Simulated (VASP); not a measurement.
A run of VASP 6.6.1:

INCAR

```
SYSTEM = Ga
  PREC = Accurate
  ENCUT = 520
  EDIFF = 1E-6
  ISMEAR = -1
  SIGMA = 0.1
  LREAL = .False.
  LASPH = .True.
  NELM = 80
  ALGO = Normal
  ISIF = 2
  LWAVE = .False.
  LCHARG = .False.
  GGA = RE
  NBANDS = 34
```

KPOINTS

```
Automatic mesh
0
Gamma
  10 10 9
  0 0 0
```

POSCAR

```
Ga
1.0
    2.4253876921     -4.0595828015      0.0000000000
    2.4253876921      4.0595828015      0.0000000000
    0.0000000000      0.0000000000      4.7621371031
Ga
4
Direct
    0.8439416661      0.1560583339      0.0826813058
    0.6560583339      0.3439416661      0.5826813058
    0.1560583339      0.8439416661      0.9173186942
    0.3439416661      0.6560583339      0.4173186942
```

Potentials or basis: VASP PAW PBE potentials, release 64 (Ga_d).

The run is started by

```bash
$ cat potpaw_PBE.64/Ga_d/POTCAR > POTCAR
$ mpirun -np 1 vasp_std > vasp.out
```

Hardware: 1 thread of Intel(R) Xeon(R) 6975P-C (Granite Rapids), on a shared host.

Task: Estimate the wall time of this run.

Result: Run time: 2.4 min on 1 thread of Intel(R) Xeon(R) 6975P-C (Granite Rapids) (shared host), peak memory 0.44 GiB. Counts: scf iterations 12, k points 155.
